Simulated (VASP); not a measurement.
# BN (F-43m) in VASP: single point with PBE

Aim: the single point of BN with PBE.

All numbers are computed with VASP 6.6.1; they aren't measurements. Logs are shortened: lines on timing, memory, paths and dates and some standing lists are left out, and cuts for length are marked.

## Step 1: The cell of the first run

Symmetry: F-43m, No. 216, cubic system. The conventional cell has a = 3.626 Å, b = 3.626 Å, c = 3.626 Å, α = 90.00°, β = 90.00°, γ = 90.00°. Within 2.1 Å of B (site symmetry -43m) lie 4 N at 1.57 Å. Within 2.1 Å of N (site symmetry -43m) lie 4 B at 1.57 Å.

## Step 2: Single point, PBE

File INCAR:

```
SYSTEM = BN
PREC = Accurate
ENCUT = 520
EDIFF = 1E-6
ISMEAR = 0
SIGMA = 0.05
LREAL = Auto
LASPH = .TRUE.
NELM = 60
ALGO = Normal
ISIF = 2
LWAVE = .FALSE.
LCHARG = .FALSE.
GGA = PE
NBANDS = 141
```

File KPOINTS:

```
Automatic mesh
0
G
  2 2 2
  0 0 0
```

File POSCAR:

```
BN
1.0
    0.0000000000      5.4390030000      5.4390030000
    5.4390030000      0.0000000000      5.4390030000
    5.4390030000      5.4390030000      0.0000000000
B N
27 27
Direct
    0.0000000000      0.0000000000      0.0000000000
    0.0000000000      0.0000000000      0.3333330000
    0.0000000000      0.0000000000      0.6666670000
    0.0000000000      0.3333330000      0.0000000000
    0.0000000000      0.3333330000      0.3333330000
    0.0000000000      0.3333330000      0.6666670000
    0.0000000000      0.6666670000      0.0000000000
    0.0000000000      0.6666670000      0.3333330000
    0.0000000000      0.6666670000      0.6666670000
    0.3333330000      0.0000000000      0.0000000000
    0.3333330000      0.0000000000      0.3333330000
    0.3333330000      0.0000000000      0.6666670000
    0.3333330000      0.3333330000      0.0000000000
    0.3333330000      0.3333330000      0.3333330000
    0.3333330000      0.3333330000      0.6666670000
    0.3333330000      0.6666670000      0.0000000000
    0.3333330000      0.6666670000      0.3333330000
    0.3333330000      0.6666670000      0.6666670000
    0.6666670000      0.0000000000      0.0000000000
    0.6666670000      0.0000000000      0.3333330000
    0.6666670000      0.0000000000      0.6666670000
    0.6666670000      0.3333330000      0.0000000000
    0.6666670000      0.3333330000      0.3333330000
    0.6666670000      0.3333330000      0.6666670000
    0.6666670000      0.6666670000      0.0000000000
    0.6666670000      0.6666670000      0.3333330000
    0.6666670000      0.6666670000      0.6666670000
    0.2500000000      0.2500000000      0.2500000000
    0.2500000000      0.2500000000      0.5833330000
    0.2500000000      0.2500000000      0.9166670000
    0.2500000000      0.5833330000      0.2500000000
    0.2500000000      0.5833330000      0.5833330000
    0.2500000000      0.5833330000      0.9166670000
    0.2500000000      0.9166670000      0.2500000000
    0.2500000000      0.9166670000      0.5833330000
    0.2500000000      0.9166670000      0.9166670000
    0.5833330000      0.2500000000      0.2500000000
    0.5833330000      0.2500000000      0.5833330000
    0.5833330000      0.2500000000      0.9166670000
    0.5833330000      0.5833330000      0.2500000000
    0.5833330000      0.5833330000      0.5833330000
    0.5833330000      0.5833330000      0.9166670000
    0.5833330000      0.9166670000      0.2500000000
    0.5833330000      0.9166670000      0.5833330000
    0.5833330000      0.9166670000      0.9166670000
    0.9166670000      0.2500000000      0.2500000000
    0.9166670000      0.2500000000      0.5833330000
    0.9166670000      0.2500000000      0.9166670000
    0.9166670000      0.5833330000      0.2500000000
    0.9166670000      0.5833330000      0.5833330000
    0.9166670000      0.5833330000      0.9166670000
    0.9166670000      0.9166670000      0.2500000000
    0.9166670000      0.9166670000      0.5833330000
    0.9166670000      0.9166670000      0.9166670000
```

Potentials or basis: VASP PAW PBE potentials, release 64 (B, N).

Run with:

```sh
> cat potpaw_PBE.64/B/POTCAR potpaw_PBE.64/N/POTCAR > POTCAR
> mpirun -np 1 vasp_std > vasp.out
```

OUTCAR:

```text
SYSTEM = BN
   PREC = Accurate
   ENCUT = 520
   EDIFF = 1E-6
   ISMEAR = 0
   LREAL = Auto
   LASPH = .TRUE.
   NELM = 60
   ISIF = 2
   GGA = PE

 ion  position               nearest neighbor table
   1  0.000  0.000  0.000-  54 1.57  48 1.57  52 1.57  36 1.57
   2  0.000  0.000  0.333-  52 1.57  46 1.57  34 1.57  53 1.57
   3  0.000  0.000  0.667-  35 1.57  47 1.57  53 1.57  54 1.57
   4  0.000  0.333  0.000-  48 1.57  46 1.57  30 1.57  51 1.57
   5  0.000  0.333  0.333-  46 1.57  28 1.57  47 1.57  49 1.57
   6  0.000  0.333  0.667-  29 1.57  47 1.57  48 1.57  50 1.57
[... 54 lines left out ...]
 A1 = (   0.0000000000,   5.4390030000,   5.4390030000)
 A2 = (   5.4390030000,   0.0000000000,   5.4390030000)
 A3 = (   5.4390030000,   5.4390030000,   0.0000000000)

Analysis of symmetry for initial positions (statically):
=====================================================================
 Subroutine PRICEL returns following result:

  LATTYP: Found a face centered cubic cell.
 ALAT       =     3.6259983740

  Lattice vectors:

 A1 = (   0.0000000000,   1.8129991870,   1.8129991870)
 A2 = (   1.8129991870,   0.0000000000,   1.8129991870)
 A3 = (   1.8129991870,   1.8129991870,   0.0000000000)

  27 primitive cells build up your supercell.

 Routine SETGRP: Setting up the symmetry group for a
 face centered cubic supercell.

 Subroutine GETGRP returns: Found 24 space group operations
 (whereof 24 operations were pure point group operations)
 out of a pool of 48 trial point group operations.

The static configuration has the point symmetry T_d .

Analysis of symmetry for dynamics (positions and initial velocities):
=====================================================================
 Subroutine PRICEL returns following result:

  LATTYP: Found a face centered cubic cell.
 ALAT       =     3.6259983740

  Lattice vectors:

 A1 = (   0.0000000000,   1.8129991870,   1.8129991870)
 A2 = (   1.8129991870,   0.0000000000,   1.8129991870)
 A3 = (   1.8129991870,   1.8129991870,   0.0000000000)

  27 primitive cells build up your supercell.

 Routine SETGRP: Setting up the symmetry group for a
 face centered cubic supercell.

 Subroutine GETGRP returns: Found 24 space group operations
 (whereof 24 operations were pure point group operations)
 out of a pool of 48 trial point group operations.

The dynamic configuration has the point symmetry T_d .

 Subroutine INISYM returns: Found 24 space group operations
 (whereof 24 operations are pure point group operations),
 and found    27 'primitive' translations

[... 80 lines left out ...]
   POTIM  = 0.5000    time-step for ionic-motion
   TEBEG  =    0.0;   TEEND  =   0.0 temperature during run
   PSTRESS=    0.0 pullay stress
   NELECT =     216.0000    total number of electrons
   NUPDOWN=      -1.0000    fix difference up-down
   EMIN   =  10.00;   EMAX   =-10.00  energy-range for DOS
   EFERMI =   0.00;   METHOD = LEGACY
   ISMEAR =     0;   SIGMA  =   0.05  broadening in eV -4-tet -1-fermi 0-gaus
   EFERMI_NEDOS =   21; number of points for ismear=-14 and -15
   IALGO  =     38    algorithm
   IMIX   =      4    mixing-type and parameters
     AMIX     =   0.40;   BMIX     =  1.00
     AMIX_MAG =   1.60;   BMIX_MAG =  1.00
  volume/ion in A,a.u.               =       5.96        40.22
  Fermi-wavevector in a.u.,A,eV,Ry     =   1.433387  2.708709 27.954506  2.054598
  Thomas-Fermi vector in A             =   2.552911
   LORBIT       =      0    0 simple, 1 ext, 2 COOP (PROOUT), +10 PAW based schemes
   GGA     = PE    functional components
   LHFCALC =     F    Hartree Fock is set to
   AEXX    =    0.0000 exact exchange contribution
   IVDW    =     0    specifies the selected vdW correction
   LEPSILON=     F    determine dielectric tensor
   LRPA    =     F    only Hartree local field effects (RPA)
 non-spin polarized calculation
 Gauss-broadening in eV      SIGMA  =   0.05
  energy-cutoff  :      520.00
  volume of cell :      321.80
 maximum number of plane-waves:      8694
 NGX is ok and might be reduce to    60
   NGX = 29   NGY = 29   NGZ = 29

 number of electron     215.9999980 magnetization

 Free energy of the ion-electron system (eV)
  ---------------------------------------------------
  ext. energy  EPLUGINS =         0.00000000
  ---------------------------------------------------
  free energy    TOTEN  =      -471.08787609 eV

  energy without entropy =     -471.08787609  energy(sigma->0) =     -471.08787609

 E-fermi :   7.5353     XC(G=0): -12.7762

 val. band max:        7.2939032956   @ k =   0.0000   0.0000   0.0000
 cond. band min:      11.7417482536   @ k =   0.5000   0.5000   0.0000
 fundamental gap:      4.4478449580
 Fermi energy:         7.5353274901

 k-point     1 :       0.0000    0.0000    0.0000
  band No.  band energies     occupation
      1     -12.8347      2.00000
      2     -10.3229      2.00000
      3     -10.3229      2.00000
      4     -10.3229      2.00000
      5     -10.3228      2.00000
      6     -10.3228      2.00000
[... 358 lines left out ...]
    119      16.0246      0.00000
    120      16.0246      0.00000
 [bands above 120 left out]

------------------------ aborting loop because EDIFF is reached ----------------------------------------

  FORCE on cell =-STRESS in cart. coord.  units (eV):
  Direction    XX          YY          ZZ          XY          YZ          ZX
  --------------------------------------------------------------------------------------
  -------------------------------------------------------------------------------------
  Total       -0.1905039     -0.1905039     -0.1905039     -0.0000000     -0.0000000     -0.0000000
  in kB       -0.9484762     -0.9484762     -0.9484762     -0.0000000     -0.0000000     -0.0000000
  external PRESSURE =      -0.9484762 kB  Pullay stress =       0.0000000 kB

 VOLUME and BASIS-vectors are now :
 -----------------------------------------------------------------------------
  energy-cutoff  :      520.00
  volume of cell :      321.80
      direct lattice vectors                 reciprocal lattice vectors
     0.000000000  5.439003000  5.439003000    -0.091928613  0.091928613  0.091928613
     5.439003000  0.000000000  5.439003000     0.091928613 -0.091928613  0.091928613
     5.439003000  5.439003000  0.000000000     0.091928613  0.091928613 -0.091928613

 POSITION                                       TOTAL-FORCE (eV/Angst)
 -----------------------------------------------------------------------------------
      0.00000      0.00000      0.00000         0.000000      0.000000      0.000000
      1.81300      1.81300      0.00000         0.000000      0.000000      0.000000
      3.62600      3.62600      0.00000         0.000000      0.000000      0.000000
      1.81300      0.00000      1.81300         0.000000      0.000000      0.000000
      3.62600      1.81300      1.81300         0.000000      0.000000      0.000000
      5.43900      3.62600      1.81300         0.000000      0.000000      0.000000
[... 46 lines left out ...]
      8.15850      8.15850      9.97151         0.000000     -0.000000      0.000000
      9.97151      9.97151      9.97151         0.000000     -0.000000     -0.000000
 -----------------------------------------------------------------------------------
    total drift:                               -0.000001     -0.000001     -0.000002

  FREE ENERGIE OF THE ION-ELECTRON SYSTEM (eV)
  ---------------------------------------------------
  free  energy   TOTEN  =      -471.0878760924 eV

  energy  without entropy=     -471.0878760924  energy(sigma->0) =     -471.08787609
```

Run time: 4.5 min. Hardware: 1 thread of Intel Xeon 6975P-C (Granite Rapids), shared host; peak memory 0.51 GiB.

Results:

| Quantity | Value |
| --- | --- |
| Free energy | -471.0879 eV |
| Pressure | -0.1 GPa |
| Band gap on the k mesh | 4.45 eV |

Levels at points of the mesh, in eV from the valence-band top:
| k point | band 105 | band 106 | band 107 | band 108 | band 109 | band 110 | band 111 | band 112 |
| --- | --- | --- | --- | --- | --- | --- | --- | --- |
| (0.00, 0.00, 0.00) | -1.55 | 0.00 | 0.00 | 0.00 | 5.67 | 5.67 | 5.67 | 5.67 |
| (0.50, 0.00, 0.00) | -0.61 | -0.61 | -0.61 | -0.61 | 6.21 | 6.21 | 6.21 | 6.21 |
| (0.50, 0.50, 0.00) | -0.85 | -0.85 | -0.85 | -0.85 | 4.45 | 7.71 | 7.71 | 7.74 |

Caveat: the k points lie up to 0.50 Å⁻¹ apart. A k mesh can miss the band edges.
